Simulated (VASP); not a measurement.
Set up this calculation in VASP 6.6.1, as the native input.

```
Task                   : relaxation of cell and atoms
Functional             : PBE
Potentials or basis    : VASP PAW PBE potentials, release 64 (Ru_pv, C)
Cutoff                 : 600 eV
k mesh                 : 12 × 12 × 6
Occupations            : gaussian, width 0.1 eV
Spin                   : no spin polarisation
Dipole correction      : no
Further INCAR settings : ALGO = Normal; EDIFF = 1e-07; IBRION = 2; EDIFFG = -0.01; NSW = 100; ISIF = 3
```

The structure of Ru3C2 lies in POSCAR:

```
Ru3C2
1.0
    3.2289684808      0.0000000000      0.0000000000
   -1.6144842404      2.7963687324      0.0000000000
    0.0000000000      0.0000000000      6.2063787461
Ru C
3 2
Direct
    0.0000000000      0.0000000000      0.0000000000
    0.3333333333      0.6666666667      0.6737403940
    0.6666666667      0.3333333333      0.3262596060
    0.3333333333      0.6666666667      0.2197366410
    0.6666666667      0.3333333333      0.7802633590
```

These files were run (other wordings do the same):

INCAR

```
SYSTEM = Ru3C2
PREC = Accurate
ENCUT = 600
EDIFF = 1E-7
ISMEAR = 0
SIGMA = 0.1
LREAL = .FALSE.
LASPH = .TRUE.
NELM = 100
ALGO = Normal
ISIF = 3
LWAVE = .FALSE.
LCHARG = .FALSE.
GGA = PE
IBRION = 2
NSW = 100
EDIFFG = -0.01
```

KPOINTS

```
Automatic mesh
0
G
  12 12 6
  0 0 0
```

Potentials or basis: VASP PAW PBE potentials, release 64 (Ru_pv, C).

Command:

```console
$ cat potpaw_PBE.64/Ru_pv/POTCAR potpaw_PBE.64/C/POTCAR > POTCAR
$ mpirun -np 1 vasp_std > vasp.out
```

It gave:

```
Relaxed volume                         : 11.20 Å³/atom
Relaxed cell                           : a = 3.228 Å, b = 3.228 Å, c = 6.206 Å, α = 90.00°, β = 90.00°, γ = 120.00°
Space group after relaxing (to 0.05 Å) : P-3m1 (No. 164)
Energy gained by relaxing              : 0.2 meV/atom
Ionic steps                            : 7
Pressure after relaxing                : 0.0 GPa
Largest force after relaxing           : 0.006 eV/Å
Band gap on the k mesh                 : zero (band 25 reaches 11.98 eV, above the bottom of band 26 at 10.99 eV)
```

Run time: 12 min on 1 thread of Intel(R) Xeon(R) Platinum 8488C (Sapphire Rapids), on a shared host, peak memory 0.32 GiB.
